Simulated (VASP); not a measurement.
# Nb (Fd-3m) in VASP: a series of runs

The runs below take Nb through single point, with PBEsol.

Everything below comes from runs of VASP 6.6.1. Logs are shortened: lines on timing, memory, paths and dates and some standing lists are left out, and cuts for length are marked.

### Step 1. The cell of the first run

It takes space group Fd-3m (No. 227, cubic). The conventional cell has a = 5.890 Å, b = 5.890 Å, c = 5.890 Å, α = 90.00°, β = 90.00°, γ = 90.00°. Nb (site symmetry -43m) has 4 Nb at 2.55 Å within 3.4 Å.

This isn't the form of Nb at room conditions, which is bcc.

### Step 2. Single point, PBEsol (25.54 Å³/atom)

The input, INCAR:

```
SYSTEM = Nb
ALGO = Normal
EDIFF = 1E-6
ENCUT = 520
GGA = PS
ISIF = 2
ISMEAR = -1
LASPH = .TRUE.
LCHARG = .TRUE.
LELF = .TRUE.
LREAL = .FALSE.
LVHAR = .TRUE.
LWAVE = .FALSE.
NBANDS = 20
NELM = 100
PREC = Accurate
SIGMA = 0.1
```

The input, KPOINTS:

```
k-points
0
G
  11 11 11
  0 0 0
```

The input, POSCAR:

```
Nb
1.0
    0.0000000000      2.9449988698      2.9449988698
    2.9449988698      0.0000000000      2.9449988698
    2.9449988698      2.9449988698      0.0000000000
Nb
2
Direct
    0.1250000000      0.1250000000      0.1250000000
    0.8750000000      0.8750000000      0.8750000000
```

Potentials or basis: VASP PAW PBE potentials, release 64 (Nb_sv).

Run with:

```console
$ cat potpaw_PBE.64/Nb_sv/POTCAR > POTCAR
$ mpirun -np 1 vasp_std > vasp.out
```

OUTCAR:

```text
SYSTEM = Nb
   EDIFF = 1E-6
   ENCUT = 520
   GGA = PS
   ISIF = 2
   ISMEAR = -1
   LASPH = .TRUE.
   LREAL = .FALSE.
   NELM = 100
   PREC = Accurate

 ion  position               nearest neighbor table
   1  0.125  0.125  0.125-   2 2.55   2 2.55   2 2.55   2 2.55
   2  0.875  0.875  0.875-   1 2.55   1 2.55   1 2.55   1 2.55

  LATTYP: Found a face centered cubic cell.
 ALAT       =     5.8899977396

  Lattice vectors:

 A1 = (   0.0000000000,   2.9449988698,   2.9449988698)
 A2 = (   2.9449988698,   0.0000000000,   2.9449988698)
 A3 = (   2.9449988698,   2.9449988698,   0.0000000000)

Analysis of symmetry for initial positions (statically):
=====================================================================
 Subroutine PRICEL returns:
 Original cell was already a primitive cell.

 Routine SETGRP: Setting up the symmetry group for a
 face centered cubic supercell.

 Subroutine GETGRP returns: Found 48 space group operations
 (whereof 12 operations were pure point group operations)
 out of a pool of 48 trial point group operations.

The static configuration has the point symmetry D_3d.
 The point group associated with its full space group is O_h .

Analysis of symmetry for dynamics (positions and initial velocities):
=====================================================================
 Subroutine PRICEL returns:
 Original cell was already a primitive cell.

 Routine SETGRP: Setting up the symmetry group for a
 face centered cubic supercell.

 Subroutine GETGRP returns: Found 48 space group operations
 (whereof 12 operations were pure point group operations)
 out of a pool of 48 trial point group operations.

The dynamic configuration has the point symmetry D_3d.
 The point group associated with its full space group is O_h .

 Subroutine INISYM returns: Found 48 space group operations
 (whereof 12 operations are pure point group operations),
 and found     1 'primitive' translations

----------------------------------------------------------------------------------------

                                     Primitive cell

  volume of cell :      51.0841

  direct lattice vectors                    reciprocal lattice vectors
     0.000000000  2.944998870  2.944998870    -0.169779352  0.169779352  0.169779352
     2.944998870  0.000000000  2.944998870     0.169779352 -0.169779352  0.169779352
     2.944998870  2.944998870  0.000000000     0.169779352  0.169779352 -0.169779352

  length of vectors
     4.164857343  4.164857343  4.164857343     0.294066464  0.294066464  0.294066464

  position of ions in fractional coordinates (direct lattice)
     0.125000000  0.125000000  0.125000000
     0.875000000  0.875000000  0.875000000

  ion indices of the primitive-cell ions
   primitive index   ion index
                 1           1
                 2           2

----------------------------------------------------------------------------------------

 KPOINTS: k-points

Automatic generation of k-mesh.
 Grid dimensions read from file:
 generate k-points for:   11   11   11

 Generating k-lattice:

  Cartesian coordinates                     Fractional coordinates (reciprocal lattice)
    -0.015434487  0.015434487  0.015434487     0.090909091  0.000000000  0.000000000
     0.015434487 -0.015434487  0.015434487     0.000000000  0.090909091  0.000000000
     0.015434487  0.015434487 -0.015434487     0.000000000  0.000000000  0.090909091

  Length of vectors
     0.026733315  0.026733315  0.026733315

  Shift w.r.t. Gamma in fractional coordinates (k-lattice)
     0.000000000  0.000000000  0.000000000

 Subroutine IBZKPT returns following result:
 ===========================================

 Found     56 irreducible k-points:

 Following reciprocal coordinates:
            Coordinates               Weight
  0.000000  0.000000  0.000000      1.000000
  0.090909  0.000000  0.000000      8.000000
  0.181818  0.000000  0.000000      8.000000
  0.272727  0.000000  0.000000      8.000000
  0.363636  0.000000  0.000000      8.000000
  0.454545  0.000000  0.000000      8.000000
[... 16 lines left out ...]
 -0.272727  0.181818  0.000000     24.000000
 -0.181818  0.181818  0.000000     12.000000
 [... further k-points ...]
   k-points           NKPTS =     56   k-points in BZ     NKDIM =     56   number of bands    NBANDS=     20
   number of dos      NEDOS =    301   number of ions     NIONS =      2
   total plane-waves  NPLWV =  32768
   dimension x,y,z NGX =    32 NGY =   32 NGZ =   32
   dimension x,y,z NGXF=    64 NGYF=   64 NGZF=   64
   ions per type =               2
   NGX,Y,Z   is equivalent  to a cutoff of  12.77, 12.77, 12.77 a.u.
   NGXF,Y,Z  is equivalent  to a cutoff of  25.55, 25.55, 25.55 a.u.
 SYSTEM =  Nb
   PREC   = accura    normal or accurate (medium, high low for compatibility)
   ISTART =      0    job   : 0-new  1-cont  2-samecut
   ICHARG =      2    charge: 1-file 2-atom 10-const
   ISPIN  =      1    spin polarized calculation?
   LNONCOLLINEAR =      F non collinear calculations
   LSORBIT =      F    spin-orbit coupling
   LASPH  =      T    aspherical Exc in radial PAW
   ENCUT  =  520.0 eV  38.22 Ry    6.18 a.u.   7.74  7.74  7.74*2*pi/ulx,y,z
   NELM   =    100;   NELMIN=  2; NELMDL= -5     # of ELM steps
   EDIFF  = 0.1E-05   stopping-criterion for ELM
   LREAL  =      F    real-space projection
   EDIFFG = 0.1E-04   stopping-criterion for IOM
   NSW    =      0    number of steps for IOM
   IBRION =     -1    ionic relax: 0-MD 1-quasi-New 2-CG
   NFREE  =      0    steps in history (QN), initial steepest desc. (CG)
   ISIF   =      2    stress and relaxation
   ISYM   =      2    0-nonsym 1-usesym 2-fastsym
   POTIM  = 0.5000    time-step for ionic-motion
   TEBEG  =    0.0;   TEEND  =   0.0 temperature during run
   PSTRESS=    0.0 pullay stress
   NELECT =      26.0000    total number of electrons
   NUPDOWN=      -1.0000    fix difference up-down
   EMIN   =  10.00;   EMAX   =-10.00  energy-range for DOS
   EFERMI =   0.00;   METHOD = LEGACY
   ISMEAR =    -1;   SIGMA  =   0.10  broadening in eV -4-tet -1-fermi 0-gaus
   EFERMI_NEDOS =   21; number of points for ismear=-14 and -15
   IALGO  =     38    algorithm
   IMIX   =      4    mixing-type and parameters
     AMIX     =   0.40;   BMIX     =  1.00
     AMIX_MAG =   1.60;   BMIX_MAG =  1.00
  volume/ion in A,a.u.               =      25.54       172.37
  Fermi-wavevector in a.u.,A,eV,Ry     =   1.307086  2.470034 23.245196  1.708474
  Thomas-Fermi vector in A             =   2.437844
   LORBIT       =      0    0 simple, 1 ext, 2 COOP (PROOUT), +10 PAW based schemes
   GGA     = PS    functional components
   LHFCALC =     F    Hartree Fock is set to
   AEXX    =    0.0000 exact exchange contribution
   IVDW    =     0    specifies the selected vdW correction
   LEPSILON=     F    determine dielectric tensor
   LRPA    =     F    only Hartree local field effects (RPA)
 non-spin polarized calculation
  energy-cutoff  :      520.00
  volume of cell :       51.08
 maximum number of plane-waves:      1392
   NGX = 15   NGY = 15   NGZ = 15

 number of electron      26.0000002 magnetization

 Free energy of the ion-electron system (eV)
  ---------------------------------------------------
  ext. energy  EPLUGINS =         0.00000000
  ---------------------------------------------------
  free energy    TOTEN  =       -16.63389462 eV

  energy without entropy =      -16.51773740  energy(sigma->0) =      -16.57581601

 E-fermi :   6.6573     XC(G=0): -10.5143

 val. band max:        6.6222076085   @ k =   0.4545   0.2727   0.0000
 cond. band min:       6.6580723505   @ k =  -0.4545   0.1818   0.0909
 fundamental gap:      0.0358647420
 Fermi energy:         6.6572883518

 k-point     1 :       0.0000    0.0000    0.0000
  band No.  band energies     occupation
      1     -47.7677      2.00000
      2     -47.0587      2.00000
      3     -24.1884      2.00000
      4     -24.1884      2.00000
      5     -24.1884      2.00000
      6     -23.0381      2.00000
[... 12 lines left out ...]
     19      11.9583      0.00000
     20      17.1683      0.00000

 k-point     2 :       0.0909    0.0000    0.0000
  band No.  band energies     occupation
      1     -47.7573      2.00000
      2     -47.0699      2.00000
      3     -24.2006      2.00000
      4     -24.2006      2.00000
      5     -24.1882      2.00000
      6     -23.0384      2.00000
[... 12 lines left out ...]
     19      11.9337      0.00000
     20      16.6469      0.00000

 k-point     3 :       0.1818    0.0000    0.0000
  band No.  band energies     occupation
      1     -47.7278      2.00000
      2     -47.1015      2.00000
      3     -24.2320      2.00000
      4     -24.2320      2.00000
      5     -24.1881      2.00000
      6     -23.0383      2.00000
[... 12 lines left out ...]
     19      11.8509      0.00000
     20      16.1852      0.00000

 k-point     4 :       0.2727    0.0000    0.0000
  band No.  band energies     occupation
      1     -47.6839      2.00000
      2     -47.1482      2.00000
      3     -24.2707      2.00000
      4     -24.2707      2.00000
      5     -24.1892      2.00000
      6     -23.0368      2.00000
[... 12 lines left out ...]
     19      11.6853      0.00000
     20      14.9115      0.00000

 k-point     5 :       0.3636    0.0000    0.0000
  band No.  band energies     occupation
      1     -47.6355      2.00000
      2     -47.1992      2.00000
      3     -24.3040      2.00000
      4     -24.3040      2.00000
      5     -24.1914      2.00000
      6     -23.0338      2.00000
[... 12 lines left out ...]
     19      11.4217      0.00000
     20      13.1039      0.00000
[... 353 lines left out ...]
      6     -23.2243      2.00000
[... 12 lines left out ...]
     19      11.2996      0.00000
     20      11.7823      0.00000

 k-point    22 :      -0.3636    0.1818    0.0000
  band No.  band energies     occupation
      1     -47.5750      2.00000
      2     -47.2621      2.00000
      3     -24.4401      2.00000
      4     -24.3424      2.00000
      5     -24.0166      2.00000
      6     -23.2028      2.00000
[... 12 lines left out ...]
     19      11.8216      0.00000
     20      12.2878      0.00000

 k-point    23 :      -0.2727    0.1818    0.0000
  band No.  band energies     occupation
      1     -47.6191      2.00000
      2     -47.2163      2.00000
      3     -24.4119      2.00000
      4     -24.3070      2.00000
      5     -24.0564      2.00000
      6     -23.1642      2.00000
[... 12 lines left out ...]
     19      12.1105      0.00000
     20      13.6985      0.00000

 k-point    24 :      -0.1818    0.1818    0.0000
  band No.  band energies     occupation
      1     -47.6672      2.00000
      2     -47.1658      2.00000
      3     -24.3594      2.00000
      4     -24.2686      2.00000
      5     -24.1065      2.00000
      6     -23.1169      2.00000
[... 12 lines left out ...]
     19      12.1788      0.00000
     20      15.4285      0.00000

 [... further k-points ...]

------------------------ aborting loop because EDIFF is reached ----------------------------------------

  FORCE on cell =-STRESS in cart. coord.  units (eV):
  Direction    XX          YY          ZZ          XY          YZ          ZX
  --------------------------------------------------------------------------------------
  -------------------------------------------------------------------------------------
  Total       -0.8469571     -0.8469571     -0.8469571      0.0000000     -0.0000000     -0.0000000
  in kB      -26.5635799    -26.5635799    -26.5635799      0.0000000     -0.0000000     -0.0000000
  external PRESSURE =     -26.5635799 kB  Pullay stress =       0.0000000 kB

 VOLUME and BASIS-vectors are now :
 -----------------------------------------------------------------------------
  energy-cutoff  :      520.00
  volume of cell :       51.08
      direct lattice vectors                 reciprocal lattice vectors
     0.000000000  2.944998870  2.944998870    -0.169779352  0.169779352  0.169779352
     2.944998870  0.000000000  2.944998870     0.169779352 -0.169779352  0.169779352
     2.944998870  2.944998870  0.000000000     0.169779352  0.169779352 -0.169779352

 POSITION                                       TOTAL-FORCE (eV/Angst)
 -----------------------------------------------------------------------------------
      0.73625      0.73625      0.73625        -0.000000     -0.000000     -0.000000
      5.15375      5.15375      5.15375         0.000000      0.000000      0.000000
 -----------------------------------------------------------------------------------
    total drift:                                0.000000      0.000000     -0.000000

  FREE ENERGIE OF THE ION-ELECTRON SYSTEM (eV)
  ---------------------------------------------------
  free  energy   TOTEN  =       -16.6338946181 eV

  energy  without entropy=      -16.5177373956  energy(sigma->0) =      -16.57581601
```

Wall time 23 s (1 thread of Intel Xeon Platinum 8559C (Emerald Rapids), shared host); peak memory 0.19 GiB.

Results:

```yaml
Free_energy: -16.6339 eV
Pressure: -2.7 GPa
Band_gap_on_the_k_mesh: zero (bands 13 and 14 overlap by 1.04 eV)
```

Caveat: the PAW data sets were made with another functional, which shifts forces and pressure a little.

### Step 3. Single point, PBEsol (26.52 Å³/atom)

This run uses another cell than the first one, of 26.52 Å³/atom.

The input, INCAR:

```
SYSTEM = Nb
ALGO     = Normal         ! electronic algorithm
EDIFF    = 1E-6           ! SCF threshold, eV
ENCUT    = 520            ! plane-wave cutoff, eV
GGA      = PS             ! functional
ISIF     = 2              ! what is computed and relaxed
ISMEAR   = -1             ! smearing method
LASPH    = .True.         ! aspherical terms in the spheres
LCHARG   = .False.        ! write CHGCAR
LREAL    = .False.        ! projectors in reciprocal space
LWAVE    = .False.        ! write WAVECAR
NBANDS   = 20             ! bands
NELM     = 80             ! most SCF steps
PREC     = Accurate       ! precision mode
SIGMA    = 0.1            ! smearing width, eV
```

The input, KPOINTS:

```
k-points
0
Gamma
  11 11 11
  0 0 0
```

The input, POSCAR:

```
Nb
1.0
    0.0000000000      2.9822812944      2.9822812944
    2.9822812944      0.0000000000      2.9822812944
    2.9822812944      2.9822812944      0.0000000000
Nb
2
Direct
    0.1250000000      0.1250000000      0.1250000000
    0.8750000000      0.8750000000      0.8750000000
```

Potentials or basis: VASP PAW PBE potentials, release 64 (Nb_sv).

Run with:

```console
$ cat potpaw_PBE.64/Nb_sv/POTCAR > POTCAR
$ mpirun -np 1 vasp_std > vasp.out
```

OUTCAR:

```text
SYSTEM = Nb
   EDIFF = 1E-6
   ENCUT = 520
   GGA = PS
   ISIF = 2
   ISMEAR = -1
   LASPH = .True.
   LREAL = .False.
   NELM = 80
   PREC = Accurate

 ion  position               nearest neighbor table
   1  0.125  0.125  0.125-   2 2.58   2 2.58   2 2.58   2 2.58
   2  0.875  0.875  0.875-   1 2.58   1 2.58   1 2.58   1 2.58

  LATTYP: Found a face centered cubic cell.
 ALAT       =     5.9645625888

  Lattice vectors:

 A1 = (   0.0000000000,   2.9822812944,   2.9822812944)
[... 739 lines left out ...]
------------------------ aborting loop because EDIFF is reached ----------------------------------------

  FORCE on cell =-STRESS in cart. coord.  units (eV):
  Direction    XX          YY          ZZ          XY          YZ          ZX
  --------------------------------------------------------------------------------------
  -------------------------------------------------------------------------------------
  Total       -1.6146253     -1.6146253     -1.6146253      0.0000000     -0.0000000     -0.0000000
  in kB      -48.7648094    -48.7648094    -48.7648094      0.0000000     -0.0000000     -0.0000000
  external PRESSURE =     -48.7648094 kB  Pullay stress =       0.0000000 kB

 VOLUME and BASIS-vectors are now :
 -----------------------------------------------------------------------------
  energy-cutoff  :      520.00
  volume of cell :       53.05
      direct lattice vectors                 reciprocal lattice vectors
     0.000000000  2.982281294  2.982281294    -0.167656888  0.167656888  0.167656888
     2.982281294  0.000000000  2.982281294     0.167656888 -0.167656888  0.167656888
     2.982281294  2.982281294  0.000000000     0.167656888  0.167656888 -0.167656888

 POSITION                                       TOTAL-FORCE (eV/Angst)
 -----------------------------------------------------------------------------------
      0.74557      0.74557      0.74557        -0.000000     -0.000000     -0.000000
      5.21899      5.21899      5.21899         0.000000      0.000000      0.000000
 -----------------------------------------------------------------------------------
    total drift:                                0.000000      0.000000     -0.000000

  FREE ENERGIE OF THE ION-ELECTRON SYSTEM (eV)
  ---------------------------------------------------
  free  energy   TOTEN  =       -16.5884088789 eV

  energy  without entropy=      -16.4645666534  energy(sigma->0) =      -16.52648777
```

OSZICAR:

```text
N       E                     dE             d eps       ncg     rms          rms(c)
DAV:   1     0.291109765863E+03    0.29111E+03   -0.14648E+04  2240   0.129E+03
DAV:   2     0.691611655900E+01   -0.28419E+03   -0.27678E+03  2688   0.508E+02
DAV:   3    -0.157233313988E+02   -0.22639E+02   -0.21693E+02  4272   0.100E+02
DAV:   4    -0.167147807974E+02   -0.99145E+00   -0.97379E+00  3052   0.191E+01
DAV:   5    -0.167773323550E+02   -0.62552E-01   -0.62258E-01  3908   0.448E+00    0.772E+00
DAV:   6    -0.165733468364E+02    0.20399E+00   -0.68466E-01  3356   0.721E+00    0.322E+00
DAV:   7    -0.165802949921E+02   -0.69482E-02   -0.14331E-01  3968   0.348E+00    0.126E+00
DAV:   8    -0.165885293231E+02   -0.82343E-02   -0.35217E-02  3492   0.167E+00    0.173E-01
DAV:   9    -0.165883096982E+02    0.21962E-03   -0.31636E-03  3656   0.375E-01    0.179E-01
DAV:  10    -0.165884103735E+02   -0.10068E-03   -0.39693E-04  2836   0.232E-01    0.181E-02
DAV:  11    -0.165884091317E+02    0.12419E-05   -0.25032E-05  3460   0.357E-02    0.382E-03
DAV:  12    -0.165884088789E+02    0.25276E-06   -0.12776E-06  1828   0.154E-02
   1 F= -.16588409E+02 E0= -.16526488E+02  d E =-.123842E+00
```

stdout:

```text
POSCAR found type information on POSCAR Nb
 POSCAR found :  1 types and       2 ions
 scaLAPACK will be used
 -----------------------------------------------------------------------------
|                                                                             |
|                                                                             |
|     You enforced a specific xc type in the INCAR file but a different       |
|     I HOPE YOU KNOW WHAT YOU ARE DOING!                                     |
|                                                                             |
 -----------------------------------------------------------------------------

 LDA part: xc-table for (Slater+PW92), standard interpolation
 POSCAR, INCAR and KPOINTS ok, starting setup
 FFT: planning ... GRIDC
 FFT: planning ... GRID_SOFT
 FFT: planning ... GRID
 WAVECAR not read
 entering main loop
```

Run time: 28 s. Hardware: 1 thread of Intel Xeon Platinum 8559C (Emerald Rapids), shared host; peak memory 0.19 GiB.

Results:

```yaml
Free_energy: -16.5884 eV
Pressure: -4.9 GPa
Band_gap_on_the_k_mesh: zero (bands 13 and 14 overlap by 0.95 eV)
```

Caveat: the cell stands under tension; the PAW data sets were made with another functional, which shifts forces and pressure a little.
